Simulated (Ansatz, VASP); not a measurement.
# Zn: VASP beside Ansatz

```xyz
3
Lattice="4.3488 0.0000 0.0000 -2.1744 3.7662 0.0000 0.0000 0.0000 2.6013" Properties=species:S:1:pos:R:3 pbc="T T T"
Zn    0.0000    0.0000    2.6013
Zn    0.0000    2.5108    1.3007
Zn    2.1744    1.2554    1.3007
```

Alike in both runs: task single point; functional revPBE; k mesh 9 × 9 × 13; occupations fermi-dirac, width 0.1 eV; no spin polarisation.

|  | VASP | Ansatz |
| --- | --- | --- |
| version | VASP 6.6.1 | Ansatz 0.2.0 |
| potentials or method | VASP PAW PBE potentials, release 64 (Zn), cutoff 520 eV | plane waves (420 eV) with PAW, scalar-relativistic |
| valence electrons in the cell | 36 | 36 |

VASP gave:

```
pressure (GPa)                                                : 10.3
traceless stress, the component that is largest in VASP (GPa) : 1.28
```

Estimate Ansatz's values.

pressure (GPa): 9.9; traceless stress, the component that is largest in VASP (GPa): 1.26.

VASP's potentials were made for PBE, not for revPBE. With one functional, cell and mesh, what is left measures potentials, basis and numerics.
